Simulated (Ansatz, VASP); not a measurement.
## Two plane-wave programs on Re

Contents of INCAR:

```
PREC     = Accurate       # precision mode
ENCUT    = 520            # plane-wave cutoff, eV
EDIFF    = 1E-7           # SCF threshold, eV
ISMEAR   = 0              # smearing method
SIGMA    = 0.15           # smearing width, eV
LREAL    = F              # projectors in reciprocal space
LASPH    = T              # aspherical terms in the spheres
NELM     = 100            # most SCF steps
ALGO     = Fast           # electronic algorithm
ISIF     = 2              # what is computed and relaxed
LWAVE    = F              # write WAVECAR
LCHARG   = T              # write CHGCAR
GGA      = PS             # functional
LELF     = T              # ELF
LVHAR    = T            
NBANDS   = 10             # bands
```

KPOINTS

```
regular mesh
0
Gamma
  20 20 20
```

File POSCAR:

```
Re
1.0
    0.0000000000      1.9305625000      1.9750000000
    2.0194375000      0.0000000000      1.9750000000
    2.0194375000      1.9305625000      0.0000000000
Re
1
Direct
    0.0000000000      0.0000000000      0.0000000000
```

Input for Ansatz:

```yaml
crystal:
  lattice:
    - [0.0, 1.9305625, 1.975]
    - [2.0194375, 0.0, 1.975]
    - [2.0194375, 1.9305625, 0.0]
  atoms:
    - { symbol: Re, position: [0.0, 0.0, 0.0] }
basis:
  ecutwfc: 420
kpoints:
  mp_grid: { grid: [20, 20, 20] }
hamiltonian:
  xc: pbesol
scf:
  occupations: { method: gaussian, width: 0.15 }
output:
  forces: true
  stress: true
  eigenvalues: true
```

Change from the starting cell: strain +0.0225 x Voigt [1, -1, 0, 0, 0, 0], atoms carried along.

Alike in both runs: task single point; functional PBEsol; k mesh 20 × 20 × 20; occupations gaussian, width 0.15 eV; no spin polarisation.

```csv
,VASP,Ansatz
version,VASP 6.6.1,Ansatz 0.2.0
potentials or method,"VASP PAW PBE potentials, release 64 (Re), cutoff 520 eV","scalar-relativistic, plane waves, PAW"
valence electrons in the cell,7,15
```

```csv
,VASP,Ansatz,Ansatz less VASP
gap on the k mesh at the Fermi level (eV),none,none,-
pressure (GPa),-18.6,-18.2,+0.44
"traceless stress, the component that is largest in VASP (GPa)",-6.07,-6.12,-0.047
```

VASP's potentials were made for PBE, not for PBEsol. A gap of «none» marks a metal or a gap that the smearing closes. VASP's potentials hold 7 valence electrons a cell and Ansatz's 15, so a difference there can come from the potentials and not from the codes.

Spin-orbit coupling is off throughout.
